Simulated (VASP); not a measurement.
# H2 in VASP: notebook

H2 is run at these levels: PBE+D3(BJ); tasks: single point, relaxation of the atoms.

Everything below comes from runs of VASP 6.6.1. Logs are shortened: lines on timing, memory, paths and dates and some standing lists are left out, and cuts for length are marked.

## (1) The cell of the first run

The cell holds a molecule in a box, 2 atoms: a = 15.000 Å, b = 15.500 Å, c = 16.000 Å, α = 90.00°, β = 90.00°, γ = 90.00°.

## (2) Single point, PBE+D3(BJ)

Input file INCAR:

```
SYSTEM = H
PREC = Accurate
ENCUT = 520
EDIFF = 1E-6
ISMEAR = 0
SIGMA = 0.005
LREAL = .FALSE.
LASPH = .TRUE.
NELM = 100
ALGO = Normal
ISIF = 2
LWAVE = .FALSE.
LCHARG = .FALSE.
GGA = PE
IVDW = 12
ISYM = 0
NBANDS = 8
```

Input file KPOINTS:

```
regular mesh
0
G
  1 1 1
  0 0 0
```

Input file POSCAR:

```
H
1.0
   15.0000000000      0.0000000000      0.0000000000
    0.0000000000     15.5000000000      0.0000000000
    0.0000000000      0.0000000000     16.0000000000
H
2
Direct
    0.4750446529      0.4989748958      0.5011920887
    0.5249553471      0.5010251042      0.4988079113
```

Potentials or basis: VASP PAW PBE potentials, release 64 (H).

Launch:

```sh
$ cat potpaw_PBE.64/H/POTCAR > POTCAR
$ mpirun -np 1 vasp_gam > vasp.out
```

OUTCAR:

```text
SYSTEM = H
   PREC = Accurate
   ENCUT = 520
   EDIFF = 1E-6
   ISMEAR = 0
   LREAL = .FALSE.
   LASPH = .TRUE.
   NELM = 100
   ISIF = 2
   GGA = PE
   IVDW = 12
   ISYM = 0
 IVDW          = 12

 ion  position               nearest neighbor table
   1  0.475  0.499  0.501-   2 0.75
   2  0.525  0.501  0.499-   1 0.75

IMPORTANT INFORMATION: All symmetrisations will be switched off!
NOSYMM: (Re-)initialisation of all symmetry stuff for point group C_1.

----------------------------------------------------------------------------------------

                                     Primitive cell

  volume of cell :    3720.0000

  direct lattice vectors                    reciprocal lattice vectors
    15.000000000  0.000000000  0.000000000     0.066666667  0.000000000  0.000000000
     0.000000000 15.500000000  0.000000000     0.000000000  0.064516129  0.000000000
     0.000000000  0.000000000 16.000000000     0.000000000  0.000000000  0.062500000

  length of vectors
    15.000000000 15.500000000 16.000000000     0.066666667  0.064516129  0.062500000

  position of ions in fractional coordinates (direct lattice)
     0.475044653  0.498974896  0.501192089
     0.524955347  0.501025104  0.498807911

  ion indices of the primitive-cell ions
   primitive index   ion index
                 1           1
                 2           2

----------------------------------------------------------------------------------------

 KPOINTS: regular mesh

Automatic generation of k-mesh.
 Grid dimensions read from file:
 generate k-points for:    1    1    1

 Generating k-lattice:

  Cartesian coordinates                     Fractional coordinates (reciprocal lattice)
     0.066666667  0.000000000  0.000000000     1.000000000  0.000000000  0.000000000
     0.000000000  0.064516129  0.000000000     0.000000000  1.000000000  0.000000000
     0.000000000  0.000000000  0.062500000     0.000000000  0.000000000  1.000000000

  Length of vectors
     0.066666667  0.064516129  0.062500000

  Shift w.r.t. Gamma in fractional coordinates (k-lattice)
     0.000000000  0.000000000  0.000000000

 Subroutine IBZKPT returns following result:
 ===========================================

 Found      1 irreducible k-points:

 Following reciprocal coordinates:
            Coordinates               Weight
  0.000000  0.000000  0.000000      1.000000
   k-points           NKPTS =      1   k-points in BZ     NKDIM =      1   number of bands    NBANDS=      8
   number of dos      NEDOS =    301   number of ions     NIONS =      2
   total plane-waves  NPLWV = ******
   dimension x,y,z NGX =   112 NGY =  120 NGZ =  120
   dimension x,y,z NGXF=   224 NGYF=  240 NGZF=  240
   ions per type =               2
   NGX,Y,Z   is equivalent  to a cutoff of  12.41, 12.87, 12.47 a.u.
   NGXF,Y,Z  is equivalent  to a cutoff of  24.83, 25.74, 24.94 a.u.
 SYSTEM =  H
   PREC   = accura    normal or accurate (medium, high low for compatibility)
   ISTART =      0    job   : 0-new  1-cont  2-samecut
   ICHARG =      2    charge: 1-file 2-atom 10-const
   ISPIN  =      1    spin polarized calculation?
   LNONCOLLINEAR =      F non collinear calculations
   LSORBIT =      F    spin-orbit coupling
   LASPH  =      T    aspherical Exc in radial PAW
   ENCUT  =  520.0 eV  38.22 Ry    6.18 a.u.  27.89 28.82 29.75*2*pi/ulx,y,z
   NELM   =    100;   NELMIN=  2; NELMDL= -5     # of ELM steps
   EDIFF  = 0.1E-05   stopping-criterion for ELM
   LREAL  =      F    real-space projection
   EDIFFG = 0.1E-04   stopping-criterion for IOM
   NSW    =      0    number of steps for IOM
   IBRION =     -1    ionic relax: 0-MD 1-quasi-New 2-CG
   NFREE  =      0    steps in history (QN), initial steepest desc. (CG)
   ISIF   =      2    stress and relaxation
   ISYM   =      0    0-nonsym 1-usesym 2-fastsym
   POTIM  = 0.5000    time-step for ionic-motion
   TEBEG  =    0.0;   TEEND  =   0.0 temperature during run
   PSTRESS=    0.0 pullay stress
   NELECT =       2.0000    total number of electrons
   NUPDOWN=      -1.0000    fix difference up-down
   EMIN   =  10.00;   EMAX   =-10.00  energy-range for DOS
   EFERMI =   0.00;   METHOD = LEGACY
   ISMEAR =     0;   SIGMA  =   0.01  broadening in eV -4-tet -1-fermi 0-gaus
   EFERMI_NEDOS =   21; number of points for ismear=-14 and -15
   IALGO  =     38    algorithm
   IMIX   =      4    mixing-type and parameters
     AMIX     =   0.40;   BMIX     =  1.00
     AMIX_MAG =   1.60;   BMIX_MAG =  1.00
  volume/ion in A,a.u.               =    1860.00     12551.90
  Fermi-wavevector in a.u.,A,eV,Ry     =   0.133118  0.251557  0.241101  0.017720
  Thomas-Fermi vector in A             =   0.777987
   LORBIT       =      0    0 simple, 1 ext, 2 COOP (PROOUT), +10 PAW based schemes
   GGA     = PE    functional components
   LHFCALC =     F    Hartree Fock is set to
   AEXX    =    0.0000 exact exchange contribution
   IVDW    =    12    specifies the selected vdW correction
   LEPSILON=     F    determine dielectric tensor
   LRPA    =     F    only Hartree local field effects (RPA)
 non-spin polarized calculation
 Gauss-broadening in eV      SIGMA  =   0.01
  energy-cutoff  :      520.00
  volume of cell :     3720.00
 maximum number of plane-waves:     50071
 NGX is ok and might be reduce to   112
   NGX = 55   NGY = 57   NGZ = 59

 number of electron       2.0000001 magnetization

 Free energy of the ion-electron system (eV)
  ---------------------------------------------------
  ext. energy  EPLUGINS =         0.00000000
  ---------------------------------------------------
  free energy    TOTEN  =        -6.77239874 eV

  energy without entropy =       -6.77239874  energy(sigma->0) =       -6.77239874

 E-fermi : -10.3027     XC(G=0):  -0.1139

 val. band max:      -10.3273901264   @ k =   0.0000   0.0000   0.0000
 cond. band min:      -0.0704076704   @ k =   0.0000   0.0000   0.0000
 fundamental gap:     10.2569824560
 Fermi energy:       -10.3027167352

 k-point     1 :       0.0000    0.0000    0.0000
  band No.  band energies     occupation
      1     -10.3274      2.00000
      2      -0.0704      0.00000
      3       0.2121      0.00000
      4       0.4586      0.00000
      5       0.4706      0.00000
      6       0.4872      0.00000
      7       0.5892      0.00000
      8       0.6386      0.00000

------------------------ aborting loop because EDIFF is reached ----------------------------------------

 Edisp (eV)   -0.00251

 E8    (eV) :    -0.0005

  FORCE on cell =-STRESS in cart. coord.  units (eV):
  Direction    XX          YY          ZZ          XY          YZ          ZX
  --------------------------------------------------------------------------------------
  -------------------------------------------------------------------------------------
  Total      -0.04355    -0.02746    -0.02726    -0.00073     0.00002     0.00087
  in kB      -0.01876    -0.01183    -0.01174    -0.00031     0.00001     0.00037
  external pressure =       -0.01 kB  Pullay stress =        0.00 kB

 VOLUME and BASIS-vectors are now :
 -----------------------------------------------------------------------------
  energy-cutoff  :      520.00
  volume of cell :     3720.00
      direct lattice vectors                 reciprocal lattice vectors
    15.000000000  0.000000000  0.000000000     0.066666667  0.000000000  0.000000000
     0.000000000 15.500000000  0.000000000     0.000000000  0.064516129  0.000000000
     0.000000000  0.000000000 16.000000000     0.000000000  0.000000000  0.062500000

 POSITION                                       TOTAL-FORCE (eV/Angst)
 -----------------------------------------------------------------------------------
      7.12567      7.73411      8.01907         0.012017      0.000474     -0.000528
      7.87433      7.76589      7.98093        -0.012017     -0.000474      0.000528
 -----------------------------------------------------------------------------------
    total drift:                                0.000001      0.000000     -0.000000

  FREE ENERGIE OF THE ION-ELECTRON SYSTEM (eV)
  ---------------------------------------------------
  free  energy   TOTEN  =        -6.7749062259 eV

  energy  without entropy=       -6.7749062259  energy(sigma->0) =       -6.77490623
```

OSZICAR:

```text
N       E                     dE             d eps       ncg     rms          rms(c)
DAV:   1     0.536436379527E+01    0.53644E+01   -0.47776E+02    16   0.129E+02
DAV:   2    -0.613649322073E+01   -0.11501E+02   -0.11501E+02    16   0.304E+01
DAV:   3    -0.745387619871E+01   -0.13174E+01   -0.13174E+01    24   0.145E+01
[... 12 lines left out ...]
DAV:  16    -0.677238452490E+01   -0.11056E-04   -0.90695E-08    24   0.804E-04    0.670E-04
DAV:  17    -0.677239494763E+01   -0.10423E-04   -0.19974E-07    24   0.117E-03    0.235E-04
DAV:  18    -0.677239725653E+01   -0.23089E-05   -0.15681E-08    16   0.354E-04    0.864E-05
DAV:  19    -0.677239831873E+01   -0.10622E-05   -0.56645E-09    24   0.238E-04    0.230E-05
DAV:  20    -0.677239873997E+01   -0.42125E-06   -0.26337E-09    24   0.148E-04
   1 F= -.67749062E+01 E0= -.67749062E+01  d E =-.749667E-13
```

It took 2.7 min on 1 thread of Intel Xeon Platinum 8375C at 2.90GHz (Ice Lake), shared host; peak memory 2 GiB.

What came out:

```
Free energy                     : -6.7749 eV
Largest force                   : 0.012 eV/Å
Gap between the frontier levels : 10.26 eV
Dispersion energy per atom      : -0.001 eV
```

Forces on the atoms (eV/Å):
```
H    0.012  0.000 -0.001
H   -0.012  0.000  0.001
```

Levels at points of the mesh, in eV from the valence-band top:
```
           k point  band 1  band 2  band 3  band 4
(0.00, 0.00, 0.00)    0.00   10.26   10.54   10.79
```

## (3) Relaxation of the atoms, PBE+D3(BJ)

Input file INCAR:

```
SYSTEM = H
ALGO     = Normal         ! electronic algorithm
EDIFF    = 1E-6           ! SCF threshold, eV
EDIFFG   = -0.01          ! ionic threshold
ENCUT    = 520            ! plane-wave cutoff, eV
GGA      = PE             ! functional
IBRION   = 2              ! ionic algorithm
ISIF     = 2              ! what is computed and relaxed
ISMEAR   = 0              ! smearing method
ISYM     = 0            
IVDW     = 12             ! dispersion correction
LASPH    = .True.         ! aspherical terms in the spheres
LCHARG   = .False.        ! write CHGCAR
LREAL    = .False.        ! projectors in reciprocal space
LWAVE    = .False.        ! write WAVECAR
NELM     = 100            ! most SCF steps
NSW      = 100            ! ionic steps
PREC     = Accurate       ! precision mode
SIGMA    = 0.005          ! smearing width, eV
```

Input file KPOINTS:

```
k-points
0
Gamma
  1 1 1
  0 0 0
```

Input file POSCAR:

```
H
1.0
   15.0000000000      0.0000000000      0.0000000000
    0.0000000000     15.5000000000      0.0000000000
    0.0000000000      0.0000000000     16.0000000000
H
2
Direct
    0.4767982093      0.4990469909      0.5011083543
    0.5232017907      0.5009530091      0.4988916457
```

Potentials or basis: VASP PAW PBE potentials, release 64 (H).

Launch:

```sh
$ cat potpaw_PBE.64/H/POTCAR > POTCAR
$ mpirun -np 1 vasp_gam > vasp.out
```

OUTCAR:

```text
SYSTEM = H
   EDIFF = 1E-6
   EDIFFG = -0.01
   ENCUT = 520
   GGA = PE
   IBRION = 2
   ISIF = 2
   ISMEAR = 0
   ISYM = 0
   IVDW = 12
   LASPH = .True.
   LREAL = .False.
   NELM = 100
   NSW = 100
   PREC = Accurate
 IVDW          = 12

 ion  position               nearest neighbor table
   1  0.477  0.499  0.501-   2 0.70
   2  0.523  0.501  0.499-   1 0.70

IMPORTANT INFORMATION: All symmetrisations will be switched off!
NOSYMM: (Re-)initialisation of all symmetry stuff for point group C_1.

----------------------------------------------------------------------------------------

                                     Primitive cell

  volume of cell :    3720.0000

  direct lattice vectors                    reciprocal lattice vectors
    15.000000000  0.000000000  0.000000000     0.066666667  0.000000000  0.000000000
     0.000000000 15.500000000  0.000000000     0.000000000  0.064516129  0.000000000
     0.000000000  0.000000000 16.000000000     0.000000000  0.000000000  0.062500000

  length of vectors
    15.000000000 15.500000000 16.000000000     0.066666667  0.064516129  0.062500000

  position of ions in fractional coordinates (direct lattice)
     0.476798209  0.499046991  0.501108354
     0.523201791  0.500953009  0.498891646

  ion indices of the primitive-cell ions
   primitive index   ion index
                 1           1
                 2           2

----------------------------------------------------------------------------------------

 KPOINTS: k-points

Automatic generation of k-mesh.
 Grid dimensions read from file:
 generate k-points for:    1    1    1

 Generating k-lattice:

  Cartesian coordinates                     Fractional coordinates (reciprocal lattice)
     0.066666667  0.000000000  0.000000000     1.000000000  0.000000000  0.000000000
     0.000000000  0.064516129  0.000000000     0.000000000  1.000000000  0.000000000
     0.000000000  0.000000000  0.062500000     0.000000000  0.000000000  1.000000000

  Length of vectors
     0.066666667  0.064516129  0.062500000

  Shift w.r.t. Gamma in fractional coordinates (k-lattice)
[... 52 lines left out ...]
   LORBIT       =      0    0 simple, 1 ext, 2 COOP (PROOUT), +10 PAW based schemes
   GGA     = PE    functional components
   LHFCALC =     F    Hartree Fock is set to
   AEXX    =    0.0000 exact exchange contribution
   IVDW    =    12    specifies the selected vdW correction
   LEPSILON=     F    determine dielectric tensor
   LRPA    =     F    only Hartree local field effects (RPA)
 conjugate gradient relaxation of ions
 non-spin polarized calculation
 Gauss-broadening in eV      SIGMA  =   0.01
  energy-cutoff  :      520.00
  volume of cell :     3720.00
 maximum number of plane-waves:     50071
 NGX is ok and might be reduce to   112
   NGX = 55   NGY = 57   NGZ = 59

--------------------------------------- Ionic step        1  -------------------------------------------

 number of electron       2.0000000 magnetization

 Free energy of the ion-electron system (eV)
  ---------------------------------------------------
  ext. energy  EPLUGINS =         0.00000000
  ---------------------------------------------------
  free energy    TOTEN  =        -6.71933736 eV

  energy without entropy =       -6.71933736  energy(sigma->0) =       -6.71933736

------------------------ aborting loop because EDIFF is reached ----------------------------------------

 Edisp (eV)   -0.00247

 E8    (eV) :    -0.0005
[... 31 lines left out ...]
--------------------------------------- Ionic step        2  -------------------------------------------

 number of electron       2.0000001 magnetization

 E-fermi :  -9.6085     XC(G=0):  -0.1374

 val. band max:       -9.6637647790   @ k =   0.0000   0.0000   0.0000
 cond. band min:      -0.3068004142   @ k =   0.0000   0.0000   0.0000
 fundamental gap:      9.3569643647
 Fermi energy:        -9.6085301089

 k-point     1 :       0.0000    0.0000    0.0000
  band No.  band energies     occupation
      1      -9.6638      2.00000
      2      -0.3068      0.00000
      3      -0.0881      0.00000
      4       0.4207      0.00000
      5       0.4556      0.00000
[... 71 lines left out ...]
  FREE ENERGIE OF THE ION-ELECTRON SYSTEM (eV)
  ---------------------------------------------------
  free  energy   TOTEN  =        -6.7748127467 eV

  energy  without entropy=       -6.7748127467  energy(sigma->0) =       -6.77481275

[... ionic steps 4 to 13 ...]

--------------------------------------- Ionic step       14  -------------------------------------------

 number of electron       2.0000001 magnetization

------------------------ aborting loop because EDIFF is reached ----------------------------------------
[... 75 lines left out ...]
--------------------------------------- Ionic step       16  -------------------------------------------

 number of electron       2.0000001 magnetization

 Free energy of the ion-electron system (eV)
  ---------------------------------------------------
  ext. energy  EPLUGINS =         0.00000000
  ---------------------------------------------------
  free energy    TOTEN  =        -6.77240089 eV

  energy without entropy =       -6.77240089  energy(sigma->0) =       -6.77240089

 E-fermi : -10.3055     XC(G=0):  -0.1079

 val. band max:      -10.3297576979   @ k =   0.0000   0.0000   0.0000
 cond. band min:      -0.0645454202   @ k =   0.0000   0.0000   0.0000
 fundamental gap:     10.2652122777
 Fermi energy:       -10.3054620146

 k-point     1 :       0.0000    0.0000    0.0000
  band No.  band energies     occupation
      1     -10.3298      2.00000
      2      -0.0645      0.00000
      3       0.2156      0.00000
      4       0.4675      0.00000
      5       0.4683      0.00000
[... 31 lines left out ...]
  FREE ENERGIE OF THE ION-ELECTRON SYSTEM (eV)
  ---------------------------------------------------
  free  energy   TOTEN  =        -6.7749074438 eV

  energy  without entropy=       -6.7749074438  energy(sigma->0) =       -6.77490744

 reached required accuracy - stopping structural energy minimisation
```

CONTCAR:

```text
H
   1.00000000000000
    15.0000000000000000    0.0000000000000000    0.0000000000000000
     0.0000000000000000   15.5000000000000000    0.0000000000000000
     0.0000000000000000    0.0000000000000000   16.0000000000000000
  H
     2
Direct
     0.4750642180830770    0.4989753767540611    0.5011921463806298
     0.5249357819169229    0.5010246232459391    0.4988078536193702

  0.00000000E+00  0.00000000E+00  0.00000000E+00
  0.00000000E+00  0.00000000E+00  0.00000000E+00
```

Run time: 12 min. Hardware: 1 thread of Intel Xeon Platinum 8375C at 2.90GHz (Ice Lake), shared host; peak memory 2 GiB.

What came out:

```
Free energy                     : -6.7749 eV
Energy gained by relaxing       : 26.6 meV/atom
Ionic steps                     : 16
Largest force after relaxing    : 0.008 eV/Å
Gap between the frontier levels : 10.27 eV
Dispersion energy per atom      : -0.001 eV
```

Forces on the atoms (eV/Å):
```
H   -0.008  0.000  0.001
H    0.008  0.000 -0.001
```

Step by step:
```tsv
step	energy change (eV)	largest force (eV/Å)	pressure (GPa)
1	0.0000	2.1514	0.02
2	0.2497	3.3559	-0.04
3	-0.0530	0.0804	0.00
4	-0.0531	0.0131	0.00
5	-0.0531	0.0232	0.00
6	-0.0531	0.0225	0.00
7	-0.0531	0.0204	0.00
8	-0.0531	0.0203	0.00
9	-0.0531	0.0203	0.00
10	-0.0531	0.0202	0.00
11	-0.0531	0.0200	0.00
12	-0.0531	0.0196	0.00
13	-0.0531	0.0189	0.00
14	-0.0531	0.0174	0.00
15	-0.0531	0.0144	0.00
16	-0.0531	0.0084	0.00
```

Final structure:
```
CELL_PARAMETERS angstrom
15.00000 0.00000 0.00000
0.00000 15.50000 0.00000
0.00000 0.00000 16.00000
ATOMIC_POSITIONS crystal
H 0.47506 0.49898 0.50119
H 0.52494 0.50102 0.49881
```
